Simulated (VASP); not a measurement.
# LiNbO3 (R-3c) in VASP: a series of runs

LiNbO3 is run at these levels: LDA; tasks: single point.

Everything below comes from runs of VASP 6.6.1. Logs are shortened: lines on timing, memory, paths and dates and some standing lists are left out, and cuts for length are marked.

## Step 1: The cell of the first run

Symmetry: R-3c, No. 167, trigonal system. The conventional cell has a = 4.933 Å, b = 4.933 Å, c = 12.868 Å, α = 90.00°, β = 90.00°, γ = 120.00°. Li (site symmetry 32) has 3 O at 1.76 Å within 2.3 Å. Nb (site symmetry -3) has 6 O at 1.92 Å within 2.5 Å. Within 2.3 Å of O (site symmetry 2) lie 1 Li at 1.76 Å and 2 Nb at 1.92 Å.

## Step 2: Single point, LDA (9.04 Å³/atom)

File INCAR:

```
PREC = Accurate ; ENCUT = 520
EDIFF = 1E-6 ; ISMEAR = 0
SIGMA = 0.02 ; LREAL = False
LASPH = True ; NELM = 60
ALGO = Normal ; ISIF = 2
LWAVE = False ; LCHARG = False
GGA = CA ; NBANDS = 45
```

File KPOINTS:

```
Automatic mesh
0
Gamma
  6 6 6
```

File POSCAR:

```
LiNbO3
1.0
    2.4665037456      1.4240366015      4.2891889388
   -2.4665037456      1.4240366015      4.2891889388
    0.0000000000     -2.8480732030      4.2891889388
Li Nb O
2 2 6
Direct
    0.2500000000      0.2500000000      0.2500000000
    0.7500000000      0.7500000000      0.7500000000
    0.0000000000      0.0000000000      0.0000000000
    0.5000000000      0.5000000000      0.5000000000
    0.1069558113      0.3930441887      0.7500000000
    0.7500000000      0.1069558113      0.3930441887
    0.3930441887      0.7500000000      0.1069558113
    0.2500000000      0.8930441887      0.6069558113
    0.8930441887      0.6069558113      0.2500000000
    0.6069558113      0.2500000000      0.8930441887
```

Potentials or basis: VASP PAW LDA potentials, release 64 (Li_sv, Nb_sv, O).

Run with:

```bash
$ cat potpaw_LDA.64/Li_sv/POTCAR potpaw_LDA.64/Nb_sv/POTCAR potpaw_LDA.64/O/POTCAR > POTCAR
$ mpirun -np 1 vasp_std > vasp.out
```

OUTCAR:

```text
PREC = Accurate
   ENCUT = 520
   EDIFF = 1E-6
   ISMEAR = 0
   LREAL = False
   LASPH = True
   NELM = 60
   ISIF = 2
   GGA = CA

 ion  position               nearest neighbor table
   1  0.250  0.250  0.250-   9 1.76   8 1.76  10 1.76
   2  0.750  0.750  0.750-   5 1.76   6 1.76   7 1.76
   3  0.000  0.000  0.000-   7 1.92  10 1.92   8 1.92   6 1.92   9 1.92   5 1.92
   4  0.500  0.500  0.500-   6 1.92   8 1.92   7 1.92  10 1.92   9 1.92   5 1.92
   5  0.107  0.393  0.750-   2 1.76   3 1.92   4 1.92
   6  0.750  0.107  0.393-   2 1.76   4 1.92   3 1.92
   7  0.393  0.750  0.107-   2 1.76   3 1.92   4 1.92
   8  0.250  0.893  0.607-   1 1.76   4 1.92   3 1.92
   9  0.893  0.607  0.250-   1 1.76   3 1.92   4 1.92
  10  0.607  0.250  0.893-   1 1.76   3 1.92   4 1.92

  LATTYP: Found a trigonal (rhomboedric) cell.
 ALAT       =     5.1486563997
 COS(alpha) =     0.5410073461

  Lattice vectors:

 A1 = (   2.4665037456,   1.4240366015,   4.2891889388)
 A2 = (  -2.4665037456,   1.4240366015,   4.2891889388)
 A3 = (   0.0000000000,  -2.8480732030,   4.2891889388)

Analysis of symmetry for initial positions (statically):
=====================================================================
 Subroutine PRICEL returns:
 Original cell was already a primitive cell.

 Routine SETGRP: Setting up the symmetry group for a
 trigonal (rhombohedral) supercell.

 Subroutine GETGRP returns: Found 12 space group operations
 (whereof  6 operations were pure point group operations)
 out of a pool of 12 trial point group operations.

The static configuration has the point symmetry S_6 .
 The point group associated with its full space group is D_3d.

Analysis of symmetry for dynamics (positions and initial velocities):
=====================================================================
 Subroutine PRICEL returns:
 Original cell was already a primitive cell.

 Routine SETGRP: Setting up the symmetry group for a
 trigonal (rhombohedral) supercell.

 Subroutine GETGRP returns: Found 12 space group operations
 (whereof  6 operations were pure point group operations)
 out of a pool of 12 trial point group operations.

The dynamic configuration has the point symmetry S_6 .
 The point group associated with its full space group is D_3d.

 Subroutine INISYM returns: Found 12 space group operations
 (whereof  6 operations are pure point group operations),
 and found     1 'primitive' translations

----------------------------------------------------------------------------------------

                                     Primitive cell

  volume of cell :      90.3919

  direct lattice vectors                    reciprocal lattice vectors
     2.466503746  1.424036602  4.289188939     0.202716092  0.117038190  0.077714770
    -2.466503746  1.424036602  4.289188939    -0.202716092  0.117038190  0.077714770
     0.000000000 -2.848073203  4.289188939     0.000000000 -0.234076380  0.077714770

  length of vectors
     5.148656400  5.148656400  5.148656400     0.246640097  0.246640097  0.246640097

  position of ions in fractional coordinates (direct lattice)
     0.250000000  0.250000000  0.250000000
     0.750000000  0.750000000  0.750000000
     0.000000000  0.000000000  0.000000000
     0.500000000  0.500000000  0.500000000
     0.106955811  0.393044189  0.750000000
     0.750000000  0.106955811  0.393044189
     0.393044189  0.750000000  0.106955811
     0.250000000  0.893044189  0.606955811
     0.893044189  0.606955811  0.250000000
     0.606955811  0.250000000  0.893044189

  ion indices of the primitive-cell ions
   primitive index   ion index
                 1           1
                 2           2
                 3           3
                 4           4
                 5           5
                 6           6
                 7           7
                 8           8
                 9           9
                10          10

----------------------------------------------------------------------------------------

 KPOINTS: Automatic mesh

Automatic generation of k-mesh.
 Grid dimensions read from file:
 generate k-points for:    6    6    6

 Generating k-lattice:

  Cartesian coordinates                     Fractional coordinates (reciprocal lattice)
     0.033786015  0.019506365  0.012952462     0.166666667  0.000000000  0.000000000
    -0.033786015  0.019506365  0.012952462     0.000000000  0.166666667  0.000000000
     0.000000000 -0.039012730  0.012952462     0.000000000  0.000000000  0.166666667

  Length of vectors
     0.041106683  0.041106683  0.041106683

  Shift w.r.t. Gamma in fractional coordinates (k-lattice)
     0.000000000  0.000000000  0.000000000

 Subroutine IBZKPT returns following result:
 ===========================================

 Found     32 irreducible k-points:

 Following reciprocal coordinates:
            Coordinates               Weight
  0.000000  0.000000  0.000000      1.000000
  0.166667 -0.000000  0.000000      6.000000
  0.333333 -0.000000 -0.000000      6.000000
  0.500000  0.000000 -0.000000      3.000000
  0.166667  0.166667  0.000000      6.000000
  0.333333  0.166667 -0.000000     12.000000
[... 16 lines left out ...]
  0.500000  0.500000  0.166667      6.000000
 -0.333333  0.500000  0.166667     12.000000
 [... further k-points ...]
   k-points           NKPTS =     32   k-points in BZ     NKDIM =     32   number of bands    NBANDS=     45
   number of dos      NEDOS =    301   number of ions     NIONS =     10
   total plane-waves  NPLWV =  64000
   dimension x,y,z NGX =    40 NGY =   40 NGZ =   40
   dimension x,y,z NGXF=    80 NGYF=   80 NGZF=   80
   ions per type =               2   2   6
   NGX,Y,Z   is equivalent  to a cutoff of  12.92, 12.92, 12.92 a.u.
   NGXF,Y,Z  is equivalent  to a cutoff of  25.83, 25.83, 25.83 a.u.
 SYSTEM =  unknown system
   PREC   = accura    normal or accurate (medium, high low for compatibility)
   ISTART =      0    job   : 0-new  1-cont  2-samecut
   ICHARG =      2    charge: 1-file 2-atom 10-const
   ISPIN  =      1    spin polarized calculation?
   LNONCOLLINEAR =      F non collinear calculations
   LSORBIT =      F    spin-orbit coupling
   LASPH  =      T    aspherical Exc in radial PAW
   ENCUT  =  520.0 eV  38.22 Ry    6.18 a.u.   9.57  9.57  9.57*2*pi/ulx,y,z
   NELM   =     60;   NELMIN=  2; NELMDL= -5     # of ELM steps
   EDIFF  = 0.1E-05   stopping-criterion for ELM
   LREAL  =      F    real-space projection
   EDIFFG = 0.1E-04   stopping-criterion for IOM
   NSW    =      0    number of steps for IOM
   IBRION =     -1    ionic relax: 0-MD 1-quasi-New 2-CG
   NFREE  =      0    steps in history (QN), initial steepest desc. (CG)
   ISIF   =      2    stress and relaxation
   ISYM   =      2    0-nonsym 1-usesym 2-fastsym
   POTIM  = 0.5000    time-step for ionic-motion
   TEBEG  =    0.0;   TEEND  =   0.0 temperature during run
   PSTRESS=    0.0 pullay stress
   NELECT =      68.0000    total number of electrons
   NUPDOWN=      -1.0000    fix difference up-down
   EMIN   =  10.00;   EMAX   =-10.00  energy-range for DOS
   EFERMI =   0.00;   METHOD = LEGACY
   ISMEAR =     0;   SIGMA  =   0.02  broadening in eV -4-tet -1-fermi 0-gaus
   EFERMI_NEDOS =   21; number of points for ismear=-14 and -15
   IALGO  =     38    algorithm
   IMIX   =      4    mixing-type and parameters
     AMIX     =   0.40;   BMIX     =  1.00
     AMIX_MAG =   1.60;   BMIX_MAG =  1.00
  volume/ion in A,a.u.               =       9.04        61.00
  Fermi-wavevector in a.u.,A,eV,Ry     =   1.488909  2.813629 30.162056  2.216849
  Thomas-Fermi vector in A             =   2.601884
   LORBIT       =      0    0 simple, 1 ext, 2 COOP (PROOUT), +10 PAW based schemes
   GGA     = CA    functional components
   LHFCALC =     F    Hartree Fock is set to
   AEXX    =    0.0000 exact exchange contribution
   IVDW    =     0    specifies the selected vdW correction
   LEPSILON=     F    determine dielectric tensor
   LRPA    =     F    only Hartree local field effects (RPA)
 non-spin polarized calculation
 Gauss-broadening in eV      SIGMA  =   0.02
  energy-cutoff  :      520.00
  volume of cell :       90.39
 maximum number of plane-waves:      2454
 NGX is ok and might be reduce to    40
   NGX = 19   NGY = 19   NGZ = 19

 number of electron      67.9999995 magnetization

 Free energy of the ion-electron system (eV)
  ---------------------------------------------------
  ext. energy  EPLUGINS =         0.00000000
  ---------------------------------------------------
  free energy    TOTEN  =       -86.33932221 eV

  energy without entropy =      -86.33932221  energy(sigma->0) =      -86.33932221

 E-fermi :   5.3899     XC(G=0): -12.2057

 val. band max:        5.2340548908   @ k =   0.0000   0.0000   0.0000
 cond. band min:       8.0383778301   @ k =   0.5000   0.5000  -0.0000
 fundamental gap:      2.8043229393
 Fermi energy:         5.3899031553

 k-point     1 :       0.0000    0.0000    0.0000
  band No.  band energies     occupation
      1     -48.5543      2.00000
      2     -48.5183      2.00000
      3     -35.9442      2.00000
      4     -35.9374      2.00000
      5     -25.2360      2.00000
      6     -25.2360      2.00000
[... 37 lines left out ...]
     44      16.0333      0.00000
     45      16.9815      0.00000

 k-point     2 :       0.1667   -0.0000    0.0000
  band No.  band energies     occupation
      1     -48.5518      2.00000
      2     -48.5207      2.00000
      3     -35.9438      2.00000
      4     -35.9379      2.00000
      5     -25.2191      2.00000
      6     -25.2174      2.00000
[... 1048 lines left out ...]
 k-point    24 :      -0.3333    0.5000    0.1667
  band No.  band energies     occupation
      1     -48.5391      2.00000
      2     -48.5331      2.00000
      3     -35.9418      2.00000
      4     -35.9404      2.00000
      5     -25.2667      2.00000
      6     -25.2569      2.00000
[... 37 lines left out ...]
     44      15.8653      0.00000
     45      16.2434      0.00000

 [... further k-points ...]

------------------------ aborting loop because EDIFF is reached ----------------------------------------

  FORCE on cell =-STRESS in cart. coord.  units (eV):
  Direction    XX          YY          ZZ          XY          YZ          ZX
  --------------------------------------------------------------------------------------
  -------------------------------------------------------------------------------------
  Total       16.2466127     16.2466127     16.1849572      0.0000000     -0.0000000      0.0000000
  in kB      287.9678804    287.9678804    286.8750496      0.0000000     -0.0000000      0.0000000
  external PRESSURE =     287.6036035 kB  Pullay stress =       0.0000000 kB

 VOLUME and BASIS-vectors are now :
 -----------------------------------------------------------------------------
  energy-cutoff  :      520.00
  volume of cell :       90.39
      direct lattice vectors                 reciprocal lattice vectors
     2.466503746  1.424036602  4.289188939     0.202716092  0.117038190  0.077714770
    -2.466503746  1.424036602  4.289188939    -0.202716092  0.117038190  0.077714770
     0.000000000 -2.848073203  4.289188939     0.000000000 -0.234076380  0.077714770

 POSITION                                       TOTAL-FORCE (eV/Angst)
 -----------------------------------------------------------------------------------
      0.00000      0.00000      3.21689        -0.000000     -0.000000      0.000000
      0.00000      0.00000      9.65068        -0.000000      0.000000      0.000000
      0.00000      0.00000      0.00000        -0.000000      0.000000      0.000000
      0.00000      0.00000      6.43378        -0.000000      0.000000      0.000000
     -0.70564     -1.42404      5.36149         0.001134     -0.000000     -0.000000
      1.58607      0.10092      5.36149        -0.000567      0.000982      0.000000
     -0.88043      1.32312      5.36149        -0.000567     -0.000982      0.000000
     -1.58607     -0.10092      7.50608         0.000567     -0.000982      0.000000
      0.70564      1.42404      7.50608        -0.001134      0.000000      0.000000
      0.88043     -1.32312      7.50608         0.000567      0.000982      0.000000
 -----------------------------------------------------------------------------------
    total drift:                                0.000000      0.000000     -0.000000

  FREE ENERGIE OF THE ION-ELECTRON SYSTEM (eV)
  ---------------------------------------------------
  free  energy   TOTEN  =       -86.3393222050 eV

  energy  without entropy=      -86.3393222050  energy(sigma->0) =      -86.33932221
```

It took 2.1 min on 1 thread of Intel Xeon Platinum 8488C (Sapphire Rapids), shared host; peak memory 0.26 GiB.

What came out:

| Quantity | Value |
| --- | --- |
| Free energy | -86.3393 eV |
| Band gap on the k mesh | 2.80 eV (least direct gap 2.91 eV) |

Caveat: the cutoff is under 1.25 times the usual one of these potentials, so pressure, stress and relaxed cells hold a basis-set (Pulay) error.

[end of part 1 of 2]
